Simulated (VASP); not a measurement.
The system is Sn3Se.

```
Sn Se
1.0
     4.74188    0.00000    0.00000
     0.00000    4.74188    0.00000
     0.00000    0.00000    4.74188
Sn Se
3 1
Cartesian
  2.3709 2.3709 0.0000
  2.3709 0.0000 2.3709
  0.0000 2.3709 2.3709
  0.0000 0.0000 0.0000
```

| Quantity | Value |
| --- | --- |
| Program | VASP 6.6.1 |
| Task | relaxation of cell and atoms |
| Functional | PBEsol |
| Dispersion | D3(BJ) |
| Potentials or basis | VASP PAW PBE potentials, release 64 (Sn_d, Se) |
| Cutoff | 600 eV |
| k mesh | 6 × 6 × 6 |
| Occupations | fermi-dirac, width 0.05 eV |
| Spin | no spin polarisation |

At the start: pressure -4.9 GPa; volume 26.66 Å³/atom.

Q: Where does the relaxation end?

A: Over 3 steps the energy falls by 42.9 meV/atom and the volume is 24.08 Å³/atom (-9.6 %); space group Pm-3m (No. 221, to 0.05 Å).

The path:
```
step  energy change (eV)  largest force (eV/Å)  pressure (GPa)  volume (Å³)
   1              0.0000                0.0000           -4.94       106.62
   2             -0.1642                0.0000            1.25        94.43
   3             -0.1714                0.0000            0.00        96.34
```

Final structure:
```xyz
4
Lattice="4.5842 0.0000 0.0000 0.0000 4.5842 0.0000 0.0000 0.0000 4.5842" Properties=species:S:1:pos:R:3 pbc="T T T"
Sn    2.2921    2.2921    0.0000
Sn    2.2921    0.0000    2.2921
Sn    0.0000    2.2921    2.2921
Se    0.0000    0.0000    0.0000
```

Caveat: the PAW data sets were made with another functional, which shifts forces and pressure a little; pairwise dispersion overbinds metals, which lowers pressure and volume.
